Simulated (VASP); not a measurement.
# Ga (Cmce) in VASP: electric field gradients with PBE

Aim: the electric field gradients of Ga with PBE.

Everything below comes from runs of VASP 6.6.1. Logs are shortened: lines on timing, memory, paths and dates and some standing lists are left out, and cuts for length are marked.

## Step 1: The cell of the first run

The structure is orthorhombic, space group Cmce (No. 64). The conventional cell has a = 4.419 Å, b = 7.489 Å, c = 4.424 Å, α = 90.00°, β = 90.00°, γ = 90.00°. Ga (site symmetry m) has 7 Ga at 2.39 to 2.74 Å within 3.2 Å.

## Step 2: Electric field gradients, PBE (18.30 Å³/atom)

File INCAR:

```
SYSTEM = Ga
ALGO     = Normal         ! electronic algorithm
EDIFF    = 1E-8           ! SCF threshold, eV
ENCUT    = 520            ! plane-wave cutoff, eV
GGA      = PE             ! functional
ISIF     = 2              ! what is computed and relaxed
ISMEAR   = -1             ! smearing method
LASPH    = .TRUE.         ! aspherical terms in the spheres
LCHARG   = .FALSE.        ! write CHGCAR
LEFG     = .TRUE.       
LREAL    = .FALSE.        ! projectors in reciprocal space
LWAVE    = .FALSE.        ! write WAVECAR
NBANDS   = 34             ! bands
NELM     = 100            ! most SCF steps
PREC     = Accurate       ! precision mode
SIGMA    = 0.05           ! smearing width, eV
```

File KPOINTS:

```
k-points
0
G
  9 9 8
  0 0 0
```

File POSCAR:

```
Ga
1.0
    2.2093095303     -3.7443699420      0.0000000000
    2.2093095303      3.7443699420      0.0000000000
    0.0000000000      0.0000000000      4.4244965772
Ga
4
Direct
    0.1525000000      0.8475000000      0.0785000000
    0.6525000000      0.3475000000      0.4215000000
    0.8475000000      0.1525000000      0.9215000000
    0.3475000000      0.6525000000      0.5785000000
```

Potentials or basis: VASP PAW PBE potentials, release 64 (Ga_d).

Command:

```sh
$ cat potpaw_PBE.64/Ga_d/POTCAR > POTCAR
$ mpirun -np 1 vasp_std > vasp.out
```

OUTCAR:

```text
SYSTEM = Ga
   EDIFF = 1E-8
   ENCUT = 520
   GGA = PE
   ISIF = 2
   ISMEAR = -1
   LASPH = .TRUE.
   LREAL = .FALSE.
   NELM = 100
   PREC = Accurate

 ion  position               nearest neighbor table
   1  0.153  0.847  0.078-   3 2.39   4 2.65   4 2.65   2 2.68   2 2.68   3 2.74   3 2.74
   2  0.653  0.347  0.422-   4 2.39   3 2.65   3 2.65   1 2.68   1 2.68   4 2.74   4 2.74
   3  0.847  0.153  0.922-   1 2.39   2 2.65   2 2.65   4 2.68   4 2.68   1 2.74   1 2.74
   4  0.347  0.653  0.578-   2 2.39   1 2.65   1 2.65   3 2.68   3 2.68   2 2.74   2 2.74

  LATTYP: Found a base centered orthorhombic cell.
 ALAT       =     4.4186190606
 B/A-ratio  =     1.6948145521
 C/A-ratio  =     1.0013301705

  Lattice vectors:

 A1 = (   2.2093095303,  -3.7443699420,   0.0000000000)
 A2 = (   2.2093095303,   3.7443699420,   0.0000000000)
 A3 = (   0.0000000000,   0.0000000000,   4.4244965772)

Analysis of symmetry for initial positions (statically):
=====================================================================
 Subroutine PRICEL returns:
 Original cell was already a primitive cell.

 Routine SETGRP: Setting up the symmetry group for a
 base centered orthorhombic supercell.

 Subroutine GETGRP returns: Found  8 space group operations
 (whereof  4 operations were pure point group operations)
 out of a pool of  8 trial point group operations.

The static configuration has the point symmetry C_2h.
 The point group associated with its full space group is D_2h.

Analysis of symmetry for dynamics (positions and initial velocities):
=====================================================================
 Subroutine PRICEL returns:
 Original cell was already a primitive cell.

 Routine SETGRP: Setting up the symmetry group for a
 base centered orthorhombic supercell.

 Subroutine GETGRP returns: Found  8 space group operations
 (whereof  4 operations were pure point group operations)
 out of a pool of  8 trial point group operations.

The dynamic configuration has the point symmetry C_2h.
 The point group associated with its full space group is D_2h.

 Subroutine INISYM returns: Found  8 space group operations
 (whereof  4 operations are pure point group operations),
 and found     1 'primitive' translations

----------------------------------------------------------------------------------------

                                     Primitive cell

  volume of cell :      73.2030

  direct lattice vectors                    reciprocal lattice vectors
     2.209309530 -3.744369942  0.000000000     0.226315051 -0.133533814  0.000000000
     2.209309530  3.744369942  0.000000000     0.226315051  0.133533814  0.000000000
     0.000000000  0.000000000  4.424496577     0.000000000  0.000000000  0.226014414

  length of vectors
     4.347568845  4.347568845  4.424496577     0.262773252  0.262773252  0.226014414

  position of ions in fractional coordinates (direct lattice)
     0.152500000  0.847500000  0.078500000
     0.652500000  0.347500000  0.421500000
     0.847500000  0.152500000  0.921500000
     0.347500000  0.652500000  0.578500000

  ion indices of the primitive-cell ions
   primitive index   ion index
                 1           1
                 2           2
                 3           3
                 4           4

----------------------------------------------------------------------------------------

 KPOINTS: k-points

Automatic generation of k-mesh.
 Grid dimensions read from file:
 generate k-points for:    9    9    8

 Generating k-lattice:

  Cartesian coordinates                     Fractional coordinates (reciprocal lattice)
     0.025146117 -0.014837090  0.000000000     0.111111111 -0.000000000  0.000000000
     0.025146117  0.014837090  0.000000000    -0.000000000  0.111111111  0.000000000
[... 44 lines left out ...]
   dimension x,y,z NGXF=    64 NGYF=   64 NGZF=   72
   ions per type =               4
   NGX,Y,Z   is equivalent  to a cutoff of  12.24, 12.24, 13.53 a.u.
   NGXF,Y,Z  is equivalent  to a cutoff of  24.47, 24.47, 27.05 a.u.
 SYSTEM =  Ga
   PREC   = accura    normal or accurate (medium, high low for compatibility)
   ISTART =      0    job   : 0-new  1-cont  2-samecut
   ICHARG =      2    charge: 1-file 2-atom 10-const
   ISPIN  =      1    spin polarized calculation?
   LNONCOLLINEAR =      F non collinear calculations
   LSORBIT =      F    spin-orbit coupling
   LASPH  =      T    aspherical Exc in radial PAW
   ENCUT  =  520.0 eV  38.22 Ry    6.18 a.u.   8.08  8.08  8.23*2*pi/ulx,y,z
   NELM   =    100;   NELMIN=  2; NELMDL= -5     # of ELM steps
   EDIFF  = 0.1E-07   stopping-criterion for ELM
   LREAL  =      F    real-space projection
   EDIFFG = 0.1E-06   stopping-criterion for IOM
   NSW    =      0    number of steps for IOM
   IBRION =     -1    ionic relax: 0-MD 1-quasi-New 2-CG
   NFREE  =      0    steps in history (QN), initial steepest desc. (CG)
   ISIF   =      2    stress and relaxation
   ISYM   =      2    0-nonsym 1-usesym 2-fastsym
   POTIM  = 0.5000    time-step for ionic-motion
   TEBEG  =    0.0;   TEEND  =   0.0 temperature during run
   PSTRESS=    0.0 pullay stress
   NELECT =      52.0000    total number of electrons
   NUPDOWN=      -1.0000    fix difference up-down
   EMIN   =  10.00;   EMAX   =-10.00  energy-range for DOS
   EFERMI =   0.00;   METHOD = LEGACY
   ISMEAR =    -1;   SIGMA  =   0.05  broadening in eV -4-tet -1-fermi 0-gaus
   EFERMI_NEDOS =   21; number of points for ismear=-14 and -15
   IALGO  =     38    algorithm
   IMIX   =      4    mixing-type and parameters
     AMIX     =   0.40;   BMIX     =  1.00
     AMIX_MAG =   1.60;   BMIX_MAG =  1.00
  volume/ion in A,a.u.               =      18.30       123.50
  Fermi-wavevector in a.u.,A,eV,Ry     =   1.460717  2.760356 29.030690  2.133695
  Thomas-Fermi vector in A             =   2.577134
   LORBIT       =      0    0 simple, 1 ext, 2 COOP (PROOUT), +10 PAW based schemes
   GGA     = PE    functional components
   LHFCALC =     F    Hartree Fock is set to
   AEXX    =    0.0000 exact exchange contribution
   IVDW    =     0    specifies the selected vdW correction
   LEPSILON=     F    determine dielectric tensor
   LRPA    =     F    only Hartree local field effects (RPA)
 non-spin polarized calculation
  energy-cutoff  :      520.00
  volume of cell :       73.20
 maximum number of plane-waves:      2000
   NGX = 17   NGY = 17   NGZ = 17

 number of electron      52.0000028 magnetization

 Free energy of the ion-electron system (eV)
  ---------------------------------------------------
  ext. energy  EPLUGINS =         0.00000000
  ---------------------------------------------------
  free energy    TOTEN  =       -11.44233490 eV

  energy without entropy =      -11.43507860  energy(sigma->0) =      -11.43870675

 E-fermi :   5.6576     XC(G=0): -10.9925

 val. band max:        5.6529678721   @ k =  -0.4444   0.3333   0.1250
 cond. band min:       5.6646631875   @ k =  -0.4444   0.2222   0.0000
 fundamental gap:      0.0116953154
 Fermi energy:         5.6575812661

 k-point     1 :       0.0000    0.0000    0.0000
  band No.  band energies     occupation
      1      -9.6175      2.00000
      2      -9.6075      2.00000
      3      -9.6042      2.00000
      4      -9.5738      2.00000
      5      -9.5137      2.00000
      6      -9.4814      2.00000
[... 877 lines left out ...]
     33      12.6308      0.00000
     34      13.8559      0.00000

 [... further k-points ...]

------------------------ aborting loop because EDIFF is reached ----------------------------------------

  FORCE on cell =-STRESS in cart. coord.  units (eV):
  Direction    XX          YY          ZZ          XY          YZ          ZX
  --------------------------------------------------------------------------------------
  -------------------------------------------------------------------------------------
  Total        2.5210028      4.2167206      2.6392050      0.0000000      0.0000000      0.0000000
  in kB       55.1765737     92.2903366     57.7636372      0.0000000      0.0000000      0.0000000
  external PRESSURE =      68.4101825 kB  Pullay stress =       0.0000000 kB

 VOLUME and BASIS-vectors are now :
 -----------------------------------------------------------------------------
  energy-cutoff  :      520.00
  volume of cell :       73.20
      direct lattice vectors                 reciprocal lattice vectors
     2.209309530 -3.744369942  0.000000000     0.226315051 -0.133533814  0.000000000
     2.209309530  3.744369942  0.000000000     0.226315051  0.133533814  0.000000000
     0.000000000  0.000000000  4.424496577     0.000000000  0.000000000  0.226014414

 POSITION                                       TOTAL-FORCE (eV/Angst)
 -----------------------------------------------------------------------------------
      2.20931      2.60234      0.34732         0.000000     -0.458530      0.139541
      2.20931     -1.14203      1.86493         0.000000     -0.458530     -0.139541
      2.20931     -2.60234      4.07717         0.000000      0.458530     -0.139541
      2.20931      1.14203      2.55957         0.000000      0.458530      0.139541
 -----------------------------------------------------------------------------------
    total drift:                               -0.000000     -0.000000     -0.000000

  FREE ENERGIE OF THE ION-ELECTRON SYSTEM (eV)
  ---------------------------------------------------
  free  energy   TOTEN  =       -11.4423348963 eV

  energy  without entropy=      -11.4350786009  energy(sigma->0) =      -11.43870675

 Electric field gradients (V/A^2)
---------------------------------------------------------------------
 ion       V_xx      V_yy      V_zz      V_xy      V_xz      V_yz
---------------------------------------------------------------------
   1      32.081   -44.856    12.775    -0.000     0.000    27.448
   2      32.081   -44.856    12.775    -0.000    -0.000   -27.448
   3      32.081   -44.856    12.775     0.000     0.000    27.448
   4      32.081   -44.856    12.775     0.000    -0.000   -27.448
---------------------------------------------------------------------

 Electric field gradients after diagonalization (V/A^2)
 (convention: |V_zz| > |V_xx| > |V_yy|)
----------------------------------------------------------------------
 ion       V_xx      V_yy      V_zz     asymmetry (V_yy - V_xx)/ V_zz
----------------------------------------------------------------------
   1      32.081    23.755   -55.836       0.149
   2      32.081    23.755   -55.836       0.149
   3      32.081    23.755   -55.836       0.149
   4      32.081    23.755   -55.836       0.149
----------------------------------------------------------------------

           NMR quadrupolar parameters

 Cq : quadrupolar parameter    Cq=e*Q*V_zz/h
 eta: asymmetry parameters     (V_yy - V_xx)/ V_zz
 Q  : nuclear electric quadrupole moment in mb (millibarn)
----------------------------------------------------------------------
 ion       Cq(MHz)       eta       Q (mb)
----------------------------------------------------------------------
   1      -0.135       0.149       1.000
   2      -0.135       0.149       1.000
   3      -0.135       0.149       1.000
   4      -0.135       0.149       1.000
----------------------------------------------------------------------
```

It took 3.8 min on 1 thread of Intel Xeon Platinum 8488C (Sapphire Rapids), shared host; peak memory 0.33 GiB.

What came out:

| Item | Value |
| --- | --- |
| Free energy | -11.4423 eV |
| Pressure | 6.8 GPa |
| Largest force | 0.479 eV/Å |
| Band gap on the k mesh | zero (bands 26 and 27 overlap by 1.28 eV) |
| Largest electric field gradient by atom | Ga -55.8 V/Å² |

Forces on the atoms (eV/Å):
```
Ga   0.000 -0.459  0.140
Ga   0.000 -0.459 -0.140
Ga   0.000  0.459 -0.140
Ga   0.000  0.459  0.140
```

Electric field gradients, principal values (V/Å²):
```csv
atom,least,middle,greatest (by size)
1 Ga,23.755,32.081,-55.836
2 Ga,23.755,32.081,-55.836
3 Ga,23.755,32.081,-55.836
4 Ga,23.755,32.081,-55.836
```

Caveat: the cell stands under pressure; without QUAD_EFG the Cq values of the log hold for a quadrupole moment of 1 mb, not for the nuclei.
